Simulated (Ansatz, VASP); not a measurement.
**One calculation of Sr, two programs**

File INCAR:

```
  PREC = Accurate
  ENCUT = 520
  EDIFF = 1E-8
  ISMEAR = -1
  SIGMA = 0.08
  LREAL = False
  LASPH = True
  NELM = 80
  ALGO = Normal
  ISIF = 2
  LWAVE = False
  LCHARG = False
  GGA = PE
  LEFG = True
  NBANDS = 11
```

File KPOINTS:

```
regular mesh
0
Gamma
  10 10 10
```

Contents of POSCAR:

```
Sr
1.0
    0.0000000000      3.0423500000      3.0423500000
    3.0423500000      0.0000000000      3.0423500000
    3.0423500000      3.0423500000      0.0000000000
Sr
1
Direct
    0.0000000000      0.0000000000      0.0000000000
```

Input for Ansatz:

```yaml
crystal:
  lattice:
    - [0.0, 3.04235, 3.04235]
    - [3.04235, 0.0, 3.04235]
    - [3.04235, 3.04235, 0.0]
  atoms:
    - { symbol: Sr, position: [0.0, 0.0, 0.0] }
kpoints:
  mp_grid: { grid: [10, 10, 10] }
  band_path:
    path:
      - [0.0, 0.0, 0.0]
      - [0.5, 0.0, 0.5]
      - [0.625, 0.25, 0.625]
      - [0.375, 0.375, 0.75]
      - [0.0, 0.0, 0.0]
      - [0.5, 0.5, 0.5]
      - [0.5, 0.25, 0.75]
      - [0.5, 0.0, 0.5]
    npoints: 8
scf:
  occupations: { method: fermi_dirac, width: 0.08 }
hamiltonian:
  xc: pbe
  pseudopotentials: { kind: all_electron, datasets: crystal }
output:
  forces: true
  stress: true
  eigenvalues: true
  efg: { contact_densities: true }
```

Alike in both runs: task electric field gradients; functional PBE; k mesh 10 × 10 × 10; occupations fermi-dirac, width 0.08 eV; no spin polarisation.

```csv
,VASP,Ansatz
version,VASP 6.6.1,Ansatz 0.2.0
potentials or method,"VASP PAW PBE potentials, release 64 (Sr_sv), cutoff 520 eV","all-electron PAW with datasets made for the crystal, scalar-relativistic"
```

|  | VASP | Ansatz | Ansatz less VASP |
| --- | --- | --- | --- |
| pressure (GPa) | -0.3 | -0.3 | 0.00 |

Ansatz ran all-electron here, and VASP with PAW potentials.
